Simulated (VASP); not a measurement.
Runs of VASP 6.6.1 on GaSn2. The structure is that of space group I4/mmm (No. 139), or close to it. The cells are those of the table. 

```csv
task,cell,k mesh,cutoff (eV),gap on the mesh (eV),pressure (GPa),largest force (eV/Å)
single point,"a = 5.638 Å, angles 139.4, 139.4, 58.8°, 3 atoms",6 × 6 × 6,520,none,0.0,-
single point,"a = 5.360 Å, angles 138.6, 138.6, 59.9°, 3 atoms",6 × 6 × 6,520,none,(a),0.12
relaxation of cell and atoms,"relaxed from a = 5.360 Å, angles 138.6, 138.6, 59.9°, 3 atoms",6 × 6 × 6,600,none,-0.1,0.03
single point,"a = 5.756 Å, angles 141.0, 141.0, 56.4°, 3 atoms",16 × 16 × 16,520,none,0.0,-
```

Alike in all rows: level PBE; potentials or basis VASP PAW PBE potentials, release 64 (Ga_d, Sn_d); no spin polarisation; smearing gaussian 0.1 eV.

Question: Fill in the values left out.

Answer: (a) 8.3.

Caveats: some runs use coarse meshes; spin-orbit coupling is left out, which moves the levels of the heavy elements.

A k mesh can miss the band edges, and the runs leave out spin-orbit coupling on Ga, Sn.

A gap of «none» marks levels without a gap at the run's occupations.
